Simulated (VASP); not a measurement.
A run of VASP 6.6.1 is set up as follows.

INCAR

```
ALGO     = Normal         # electronic algorithm
EDIFF    = 1E-6           # SCF threshold, eV
ENCUT    = 520            # plane-wave cutoff, eV
GGA      = PE             # functional
ISIF     = 2              # what is computed and relaxed
ISMEAR   = 0              # smearing method
LASPH    = T              # aspherical terms in the spheres
LCHARG   = F              # write CHGCAR
LREAL    = F              # projectors in reciprocal space
LWAVE    = F              # write WAVECAR
NBANDS   = 64             # bands
NELM     = 60             # most SCF steps
PREC     = Accurate       # precision mode
SIGMA    = 0.05           # smearing width, eV
```

The input KPOINTS:

```
k-points
0
Gamma
  6 6 6
```

Contents of POSCAR:

```
SnO2
1.0
    4.7572535921      0.0000000000      0.0000000000
    0.0000000000      5.6688952560      0.0000000000
    0.0000000000      0.0000000000      5.2688385608
Sn O
4 8
Direct
    0.5000000000      0.6651654903      0.7500000000
    0.0000000000      0.8348345097      0.2500000000
    0.5000000000      0.3348345097      0.2500000000
    0.0000000000      0.1651654903      0.7500000000
    0.7301204269      0.6070551965      0.0781681516
    0.2301204269      0.8929448035      0.9218318484
    0.7698795731      0.8929448035      0.5781681516
    0.2698795731      0.6070551965      0.4218318484
    0.7301204269      0.3929448035      0.5781681516
    0.2301204269      0.1070551965      0.4218318484
    0.7698795731      0.1070551965      0.0781681516
    0.2698795731      0.3929448035      0.9218318484
```

Potentials or basis: VASP PAW PBE potentials, release 64 (Sn_d, O).

Launch:

```console
$ cat potpaw_PBE.64/Sn_d/POTCAR potpaw_PBE.64/O/POTCAR > POTCAR
$ mpirun -np 1 vasp_std > vasp.out
```

What does it give for the pressure?

8.8 GPa.

Predict the largest force.

0.158 eV/Å.

What does it give for the band gap on the k mesh?

1.38 eV (least direct gap 1.40 eV).

Stress tensor (GPa, compression positive):
```
 7.65  0.00  0.00
 0.00 10.83  0.00
 0.00  0.00  7.98
```

Caveat: the cell stands under pressure; spin-orbit coupling is left out, which moves the levels of the heavy elements. A k mesh can miss the band edges.
